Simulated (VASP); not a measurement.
Crystal: Al3BP4.

```
CELL_PARAMETERS angstrom
-2.56313 2.56313 5.12625
2.56313 -2.56313 5.12625
2.56313 2.56313 -5.12625
ATOMIC_POSITIONS crystal
Al 0.75000 0.25000 0.50000
Al 0.50000 0.50000 0.00000
Al 0.25000 0.75000 0.50000
B 0.00000 0.00000 0.00000
P 0.12500 0.12500 0.50000
P 0.87500 0.37500 0.00000
P 0.62500 0.62500 0.50000
P 0.37500 0.87500 0.00000
```

| Quantity | Value |
| --- | --- |
| Program | VASP 6.6.1 |
| Task | relaxation of cell and atoms |
| Functional | PBE |
| Potentials or basis | VASP PAW PBE potentials, release 64 (Al, B, P) |
| Cutoff | 600 eV |
| k mesh | 6 × 6 × 6 |
| Occupations | gaussian, width 0.1 eV |
| Spin | no spin polarisation |

At the start: pressure 14.1 GPa; volume 16.84 Å³/atom.

**Question.** How do energy, volume and symmetry change on relaxing?

**Answer.** Over 9 steps the energy falls by 280.9 meV/atom and the volume is 18.27 Å³/atom (+8.5 %); space group I-42m (No. 121, to 0.1 Å) before and after.

Step by step:
| step | energy change (eV) | largest force (eV/Å) | pressure (GPa) | volume (Å³) |
| --- | --- | --- | --- | --- |
| 1 | 0.0000 | 3.3727 | 14.15 | 134.71 |
| 2 | -1.4216 | 0.8688 | -8.95 | 165.83 |
| 3 | -1.6190 | 1.4187 | -4.80 | 156.73 |
| 4 | -2.1525 | 0.5999 | -2.35 | 150.15 |
| 5 | -2.2345 | 0.2926 | -0.44 | 146.66 |
| 6 | -2.2348 | 0.2713 | -0.57 | 146.89 |
| 7 | -2.2455 | 0.0877 | 0.32 | 145.55 |
| 8 | -2.2456 | 0.0844 | 0.35 | 145.50 |
| 9 | -2.2473 | 0.0356 | -0.08 | 146.16 |

Final structure:
```
CELL_PARAMETERS angstrom
-2.63948 2.63948 5.24482
2.63948 -2.63948 5.24482
2.63948 2.63948 -5.24482
ATOMIC_POSITIONS crystal
Al 0.75000 0.25000 0.50000
Al 0.50000 0.50000 0.00000
Al 0.25000 0.75000 0.50000
B 0.00000 0.00000 0.00000
P 0.10488 0.10488 0.43788
P 0.89512 0.33300 0.00000
P 0.66699 0.66699 0.56212
P 0.33300 0.89512 0.00000
```
